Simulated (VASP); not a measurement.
Wanted: the native input for a VASP 6.6.1 run.

```yaml
Task: electric field gradients
Functional: PBE
Potentials_or_basis: VASP PAW PBE potentials, release 64 (In_d, P)
Cutoff: 520 eV
k_mesh: 11 × 11 × 11
Occupations: fermi-dirac, width 0.03 eV
Spin: no spin polarisation
Dipole_correction: no
Further_INCAR_settings: ALGO = Normal; EDIFF = 1e-08; NBANDS = 16
```

The structure of InP lies in POSCAR:

```
InP
1.0
    0.0000000000      2.8550000000      2.8264500000
    2.8550000000      0.0000000000      2.8264500000
    2.8550000000      2.8550000000      0.0000000000
In P
1 1
Direct
    0.0000000000      0.0000000000      0.0000000000
    0.5000000000      0.5000000000      0.5000000000
```

This cell differs from its parent crystal: zz strain of -1 %.

The input as run:

INCAR

```
SYSTEM = InP
PREC     = Accurate       ! precision mode
ENCUT    = 520            ! plane-wave cutoff, eV
EDIFF    = 1E-8           ! SCF threshold, eV
ISMEAR   = -1             ! smearing method
SIGMA    = 0.03           ! smearing width, eV
LREAL    = .FALSE.        ! projectors in reciprocal space
LASPH    = .TRUE.         ! aspherical terms in the spheres
NELM     = 100            ! most SCF steps
ALGO     = Normal         ! electronic algorithm
ISIF     = 2              ! what is computed and relaxed
LWAVE    = .FALSE.        ! write WAVECAR
LCHARG   = .FALSE.        ! write CHGCAR
GGA      = PE             ! functional
LEFG     = .TRUE.       
NBANDS   = 16             ! bands
```

KPOINTS

```
Automatic mesh
0
G
  11 11 11
  0 0 0
```

Potentials or basis: VASP PAW PBE potentials, release 64 (In_d, P).

The run is started by

```console
$ cat potpaw_PBE.64/In_d/POTCAR potpaw_PBE.64/P/POTCAR > POTCAR
$ mpirun -np 1 vasp_std > vasp.out
```

It gave:

```yaml
Pressure: -4.9 GPa
Band_gap_on_the_k_mesh: zero (band 9 reaches 6.36 eV, above the bottom of band 10 at 4.01 eV)
```

Caveat: the cell differs from its parent crystal (zz strain of -1 %); without QUAD_EFG the Cq values of the log hold for a quadrupole moment of 1 mb, not for the nuclei; spin-orbit coupling is left out, which moves the levels of the heavy elements.

It took 48 s on 1 thread of Intel(R) Xeon(R) Platinum 8559C (Emerald Rapids), with other jobs on the host, peak memory 0.23 GiB.
